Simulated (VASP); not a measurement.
# CaPd4 (Pm-3m) in VASP: further runs

CaPd4 is run at these levels: PBE; tasks: single point, relaxation of cell and atoms.

Everything below comes from runs of VASP 6.6.1. Logs are shortened: lines on timing, memory, paths and dates and some standing lists are left out, and cuts for length are marked.

## 1. The cell of the first run

Symmetry: Pm-3m, No. 221, cubic system. Conventional cell: a = 4.825 Å, b = 4.825 Å, c = 4.825 Å, α = 90.00°, β = 90.00°, γ = 90.00°. Within 3.2 Å of Ca (site symmetry m-3m) lie 6 Pd at 2.41 Å. Pd (site symmetry 4/mmm) has 2 Ca at 2.41 Å within 3.2 Å. Within 4.5 Å of Pd (site symmetry m-3m) lie 12 Pd at 3.41 Å and 8 Ca at 4.18 Å.

The cell was built from a structure type or drawn by symmetry, and may not be a known phase.

## 2. Single point, PBE

File INCAR:

```
SYSTEM = CaPd4
  ALGO = Normal
  EDIFF = 1E-7
  ENCUT = 520
  GGA = PE
  ISIF = 2
  ISMEAR = 0
  LASPH = .True.
  LCHARG = .False.
  LREAL = .False.
  LWAVE = .False.
  NBANDS = 33
  NELM = 80
  PREC = Accurate
  SIGMA = 0.1
```

File KPOINTS:

```
k-points
0
Gamma
  4 4 4
  0 0 0
```

File POSCAR:

```
CaPd4
1.0
    4.8249941028      0.0000000000      0.0000000000
    0.0000000000      4.8249941028      0.0000000000
    0.0000000000      0.0000000000      4.8249941028
Ca Pd
1 4
Direct
    0.5000000000      0.5000000000      0.5000000000
    0.0000000000      0.5000000000      0.5000000000
    0.5000000000      0.0000000000      0.5000000000
    0.5000000000      0.5000000000      0.0000000000
    0.0000000000      0.0000000000      0.0000000000
```

Potentials or basis: VASP PAW PBE potentials, release 64 (Ca_sv, Pd).

On the command line:

```console
$ cat potpaw_PBE.64/Ca_sv/POTCAR potpaw_PBE.64/Pd/POTCAR > POTCAR
$ mpirun -np 1 vasp_std > vasp.out
```

OUTCAR:

```text
SYSTEM = CaPd4
   EDIFF = 1E-7
   ENCUT = 520
   GGA = PE
   ISIF = 2
   ISMEAR = 0
   LASPH = .True.
   LREAL = .False.
   NELM = 80
   PREC = Accurate

 ion  position               nearest neighbor table
   1  0.500  0.500  0.500-   2 2.41   3 2.41   4 2.41   4 2.41   3 2.41   2 2.41
   2  0.000  0.500  0.500-   1 2.41   1 2.41   4 3.41   5 3.41   4 3.41   5 3.41   3 3.41   5 3.41
                             5 3.41   3 3.41   3 3.41   4 3.41   4 3.41   3 3.41
   3  0.500  0.000  0.500-   1 2.41   1 2.41   4 3.41   5 3.41   4 3.41   5 3.41   2 3.41   2 3.41
                             4 3.41   4 3.41   2 3.41   5 3.41   5 3.41   2 3.41
   4  0.500  0.500  0.000-   1 2.41   1 2.41   3 3.41   5 3.41   2 3.41   2 3.41   3 3.41   3 3.41
                             5 3.41   3 3.41   2 3.41   5 3.41   2 3.41   5 3.41
   5  0.000  0.000  0.000-   2 3.41   3 3.41   4 3.41   2 3.41   3 3.41   2 3.41   4 3.41   2 3.41
                             3 3.41   4 3.41   3 3.41   4 3.41

  LATTYP: Found a simple cubic cell.
 ALAT       =     4.8249941028

  Lattice vectors:

 A1 = (   4.8249941028,   0.0000000000,   0.0000000000)
 A2 = (   0.0000000000,   4.8249941028,   0.0000000000)
 A3 = (   0.0000000000,   0.0000000000,   4.8249941028)

Analysis of symmetry for initial positions (statically):
=====================================================================
 Subroutine PRICEL returns:
 Original cell was already a primitive cell.

 Routine SETGRP: Setting up the symmetry group for a
 simple cubic supercell.

 Subroutine GETGRP returns: Found 48 space group operations
 (whereof 48 operations were pure point group operations)
 out of a pool of 48 trial point group operations.

The static configuration has the point symmetry O_h .

Analysis of symmetry for dynamics (positions and initial velocities):
=====================================================================
 Subroutine PRICEL returns:
 Original cell was already a primitive cell.

 Routine SETGRP: Setting up the symmetry group for a
 simple cubic supercell.

 Subroutine GETGRP returns: Found 48 space group operations
 (whereof 48 operations were pure point group operations)
 out of a pool of 48 trial point group operations.

The dynamic configuration has the point symmetry O_h .

 Subroutine INISYM returns: Found 48 space group operations
 (whereof 48 operations are pure point group operations),
 and found     1 'primitive' translations

----------------------------------------------------------------------------------------

                                     Primitive cell

  volume of cell :     112.3286

  direct lattice vectors                    reciprocal lattice vectors
     4.824994103  0.000000000  0.000000000     0.207254139  0.000000000  0.000000000
     0.000000000  4.824994103  0.000000000     0.000000000  0.207254139  0.000000000
     0.000000000  0.000000000  4.824994103     0.000000000  0.000000000  0.207254139

  length of vectors
     4.824994103  4.824994103  4.824994103     0.207254139  0.207254139  0.207254139

  position of ions in fractional coordinates (direct lattice)
     0.500000000  0.500000000  0.500000000
     0.000000000  0.500000000  0.500000000
     0.500000000  0.000000000  0.500000000
     0.500000000  0.500000000  0.000000000
     0.000000000  0.000000000  0.000000000

  ion indices of the primitive-cell ions
   primitive index   ion index
                 1           1
                 2           2
                 3           3
                 4           4
                 5           5

----------------------------------------------------------------------------------------

 KPOINTS: k-points

Automatic generation of k-mesh.
 Grid dimensions read from file:
 generate k-points for:    4    4    4

 Generating k-lattice:

  Cartesian coordinates                     Fractional coordinates (reciprocal lattice)
     0.051813535  0.000000000  0.000000000     0.250000000  0.000000000  0.000000000
     0.000000000  0.051813535  0.000000000     0.000000000  0.250000000  0.000000000
     0.000000000  0.000000000  0.051813535     0.000000000  0.000000000  0.250000000

  Length of vectors
     0.051813535  0.051813535  0.051813535

  Shift w.r.t. Gamma in fractional coordinates (k-lattice)
     0.000000000  0.000000000  0.000000000

 Subroutine IBZKPT returns following result:
 ===========================================

 Found     10 irreducible k-points:

 Following reciprocal coordinates:
            Coordinates               Weight
  0.000000  0.000000  0.000000      1.000000
  0.250000  0.000000  0.000000      6.000000
  0.500000  0.000000  0.000000      3.000000
  0.250000  0.250000  0.000000     12.000000
  0.500000  0.250000  0.000000     12.000000
  0.500000  0.500000  0.000000      3.000000
  0.250000  0.250000  0.250000      8.000000
  0.500000  0.250000  0.250000     12.000000
  0.500000  0.500000  0.250000      6.000000
  0.500000  0.500000  0.500000      1.000000
   k-points           NKPTS =     10   k-points in BZ     NKDIM =     10   number of bands    NBANDS=     33
   number of dos      NEDOS =    301   number of ions     NIONS =      5
   total plane-waves  NPLWV =  46656
   dimension x,y,z NGX =    36 NGY =   36 NGZ =   36
   dimension x,y,z NGXF=    72 NGYF=   72 NGZF=   72
   ions per type =               1   4
   NGX,Y,Z   is equivalent  to a cutoff of  12.40, 12.40, 12.40 a.u.
   NGXF,Y,Z  is equivalent  to a cutoff of  24.81, 24.81, 24.81 a.u.
 SYSTEM =  CaPd4
   PREC   = accura    normal or accurate (medium, high low for compatibility)
   ISTART =      0    job   : 0-new  1-cont  2-samecut
   ICHARG =      2    charge: 1-file 2-atom 10-const
   ISPIN  =      1    spin polarized calculation?
   LNONCOLLINEAR =      F non collinear calculations
   LSORBIT =      F    spin-orbit coupling
   LASPH  =      T    aspherical Exc in radial PAW
   ENCUT  =  520.0 eV  38.22 Ry    6.18 a.u.   8.97  8.97  8.97*2*pi/ulx,y,z
   NELM   =     80;   NELMIN=  2; NELMDL= -5     # of ELM steps
   EDIFF  = 0.1E-06   stopping-criterion for ELM
   LREAL  =      F    real-space projection
   EDIFFG = 0.1E-05   stopping-criterion for IOM
   NSW    =      0    number of steps for IOM
   IBRION =     -1    ionic relax: 0-MD 1-quasi-New 2-CG
   NFREE  =      0    steps in history (QN), initial steepest desc. (CG)
   ISIF   =      2    stress and relaxation
   ISYM   =      2    0-nonsym 1-usesym 2-fastsym
   POTIM  = 0.5000    time-step for ionic-motion
   TEBEG  =    0.0;   TEEND  =   0.0 temperature during run
   PSTRESS=    0.0 pullay stress
   NELECT =      50.0000    total number of electrons
   NUPDOWN=      -1.0000    fix difference up-down
   EMIN   =  10.00;   EMAX   =-10.00  energy-range for DOS
   EFERMI =   0.00;   METHOD = LEGACY
   ISMEAR =     0;   SIGMA  =   0.10  broadening in eV -4-tet -1-fermi 0-gaus
   EFERMI_NEDOS =   21; number of points for ismear=-14 and -15
   IALGO  =     38    algorithm
   IMIX   =      4    mixing-type and parameters
     AMIX     =   0.40;   BMIX     =  1.00
     AMIX_MAG =   1.60;   BMIX_MAG =  1.00
  volume/ion in A,a.u.               =      22.47       151.61
  Fermi-wavevector in a.u.,A,eV,Ry     =   1.249975  2.362111 21.258258  1.562438
  Thomas-Fermi vector in A             =   2.383991
   LORBIT       =      0    0 simple, 1 ext, 2 COOP (PROOUT), +10 PAW based schemes
   GGA     = PE    functional components
   LHFCALC =     F    Hartree Fock is set to
   AEXX    =    0.0000 exact exchange contribution
   IVDW    =     0    specifies the selected vdW correction
   LEPSILON=     F    determine dielectric tensor
   LRPA    =     F    only Hartree local field effects (RPA)
 non-spin polarized calculation
 Gauss-broadening in eV      SIGMA  =   0.10
  energy-cutoff  :      520.00
  volume of cell :      112.33
 maximum number of plane-waves:      3050
 NGX is ok and might be reduce to    36
   NGX = 17   NGY = 17   NGZ = 17

 number of electron      49.9999958 magnetization

 Free energy of the ion-electron system (eV)
  ---------------------------------------------------
  ext. energy  EPLUGINS =         0.00000000
  ---------------------------------------------------
  free energy    TOTEN  =       -18.32193647 eV

  energy without entropy =      -18.28899711  energy(sigma->0) =      -18.30546679

 E-fermi :   4.0073     XC(G=0): -10.3626

 val. band max:        3.9781701844   @ k =   0.5000   0.0000   0.0000
 cond. band min:       4.0387600074   @ k =   0.5000   0.2500   0.2500
 fundamental gap:      0.0605898230
 Fermi energy:         4.0072735816

 k-point     1 :       0.0000    0.0000    0.0000
  band No.  band energies     occupation
      1     -34.9367      2.00000
      2     -16.1548      2.00000
      3     -16.1548      2.00000
      4     -16.1548      2.00000
      5       0.1113      2.00000
      6       0.8847      2.00000
[... 25 lines left out ...]
     32      11.1843      0.00000
     33      11.1843      0.00000

 k-point     2 :       0.2500    0.0000    0.0000
  band No.  band energies     occupation
      1     -34.9293      2.00000
      2     -16.2411      2.00000
      3     -16.1584      2.00000
      4     -16.1584      2.00000
      5       0.5623      2.00000
      6       0.9475      2.00000
[... 25 lines left out ...]
     32      10.4931      0.00000
     33      10.7240      0.00000
[... 250 lines left out ...]
     32       8.3435      0.00000
     33       8.7715      0.00000

 k-point    10 :       0.5000    0.5000    0.5000
  band No.  band energies     occupation
      1     -34.8926      2.00000
      2     -16.3395      2.00000
      3     -16.3395      2.00000
      4     -16.3395      2.00000
      5       1.5194      2.00000
      6       1.5194      2.00000
[... 25 lines left out ...]
     32       7.5753      0.00000
     33       8.7137      0.00000

------------------------ aborting loop because EDIFF is reached ----------------------------------------

  FORCE on cell =-STRESS in cart. coord.  units (eV):
  Direction    XX          YY          ZZ          XY          YZ          ZX
  --------------------------------------------------------------------------------------
  -------------------------------------------------------------------------------------
  Total        0.3607186      0.3607186      0.3607186      0.0000000      0.0000000     -0.0000000
  in kB        5.1450402      5.1450402      5.1450402      0.0000000      0.0000000     -0.0000000
  external PRESSURE =       5.1450402 kB  Pullay stress =       0.0000000 kB

 VOLUME and BASIS-vectors are now :
 -----------------------------------------------------------------------------
  energy-cutoff  :      520.00
  volume of cell :      112.33
      direct lattice vectors                 reciprocal lattice vectors
     4.824994103  0.000000000  0.000000000     0.207254139  0.000000000  0.000000000
     0.000000000  4.824994103  0.000000000     0.000000000  0.207254139  0.000000000
     0.000000000  0.000000000  4.824994103     0.000000000  0.000000000  0.207254139

 POSITION                                       TOTAL-FORCE (eV/Angst)
 -----------------------------------------------------------------------------------
      2.41250      2.41250      2.41250         0.000000      0.000000      0.000000
      0.00000      2.41250      2.41250         0.000000      0.000000      0.000000
      2.41250      0.00000      2.41250         0.000000      0.000000      0.000000
      2.41250      2.41250      0.00000         0.000000      0.000000      0.000000
      0.00000      0.00000      0.00000         0.000000      0.000000      0.000000
 -----------------------------------------------------------------------------------
    total drift:                                0.000000      0.000000      0.000000

  FREE ENERGIE OF THE ION-ELECTRON SYSTEM (eV)
  ---------------------------------------------------
  free  energy   TOTEN  =       -18.3219364749 eV

  energy  without entropy=      -18.2889971120  energy(sigma->0) =      -18.30546679
```

Run time: 53 s. Hardware: 1 thread of Intel Xeon 8259CL, shared host; peak memory 0.21 GiB.

What came out:

| Quantity | Value |
| --- | --- |
| Free energy | -18.3219 eV |
| Pressure | 0.5 GPa |
| Band gap on the k mesh | zero (bands 25 and 26 overlap by 0.99 eV) |

## 3. Relaxation of cell and atoms, PBE

This run uses another cell than the first one, of 17.13 Å³/atom.

File INCAR:

```
  PREC = Accurate
  ENCUT = 600
  EDIFF = 1E-6
  ISMEAR = 0
  SIGMA = 0.1
  LREAL = False
  LASPH = True
  NELM = 60
  ALGO = Normal
  ISIF = 3
  LWAVE = False
  LCHARG = False
  GGA = PE
  IBRION = 2
  NSW = 90
  EDIFFG = -0.04
```

File KPOINTS:

```
regular mesh
0
Gamma
  4 4 4
```

POSCAR: that of step 2 with these lines changed.

```diff
@@ -2,5 +2,5 @@
 1.0
-    4.8249941028      0.0000000000      0.0000000000
-    0.0000000000      4.8249941028      0.0000000000
-    0.0000000000      0.0000000000      4.8249941028
+    4.4080551700      0.0000000000      0.0000000000
+    0.0000000000      4.4080551700      0.0000000000
+    0.0000000000      0.0000000000      4.4080551700
 Ca Pd
```

Potentials or basis: VASP PAW PBE potentials, release 64 (Ca_sv, Pd).

On the command line:

```console
$ cat potpaw_PBE.64/Ca_sv/POTCAR potpaw_PBE.64/Pd/POTCAR > POTCAR
$ mpirun -np 1 vasp_std > vasp.out
```

It took 3 min on 1 thread of Intel Xeon 8259CL, shared host; peak memory 0.22 GiB.

It converged, with:

```yaml
Free_energy: -18.3109 eV
Relaxed_volume: 22.77 Å³/atom
Relaxed_cell: a = 4.846 Å, b = 4.846 Å, c = 4.846 Å, α = 90.00°, β = 90.00°, γ = 90.00°
Space_group_after_relaxing_to_0.1_Å: Pm-3m (No. 221)
Energy_gained_by_relaxing: 352.6 meV/atom
Ionic_steps: 4
Pressure_after_relaxing: -0.1 GPa
Band_gap_on_the_k_mesh: zero (bands 25 and 26 overlap by 0.99 eV)
```

Step by step:
```tsv
step	energy change (eV)	largest force (eV/Å)	pressure (GPa)	volume (Å³)
1	0.0000	0.0000	27.02	85.65
2	-1.5959	0.0000	-3.67	126.69
3	-1.7620	0.0000	0.38	112.71
4	-1.7630	0.0000	-0.07	113.83
```

Final structure:
```xyz
5
Lattice="4.8465 0.0000 0.0000 0.0000 4.8465 0.0000 0.0000 0.0000 4.8465" Properties=species:S:1:pos:R:3 pbc="T T T"
Ca    2.4232    2.4232    2.4232
Pd    0.0000    2.4232    2.4232
Pd    2.4232    0.0000    2.4232
Pd    2.4232    2.4232    0.0000
Pd    0.0000    0.0000    0.0000
```

Levels at points of the mesh, in eV from the Fermi level:
| k point | band 21 | band 22 | band 23 | band 24 | band 25 | band 26 | band 27 | band 28 | band 29 | band 30 |
| --- | --- | --- | --- | --- | --- | --- | --- | --- | --- | --- |
| (0.00, 0.00, 0.00) | -0.32 | -0.32 | -0.03 | -0.03 | -0.03 | 2.97 | 2.97 | 2.97 | 3.39 | 3.39 |
| (0.50, 0.00, 0.00) | -0.74 | -0.68 | -0.68 | -0.44 | -0.35 | -0.03 | 3.13 | 4.70 | 4.70 | 4.78 |
| (0.50, 0.50, 0.00) | -0.77 | -0.62 | -0.62 | -0.54 | 0.86 | 0.86 | 0.93 | 1.18 | 4.47 | 4.79 |
| (0.50, 0.50, 0.50) | -0.43 | -0.43 | -0.15 | -0.15 | 0.84 | 0.84 | 0.84 | 2.37 | 3.19 | 3.19 |

Caveat: the volume moved by over 15 % at a fixed basis, so the end points are rough.
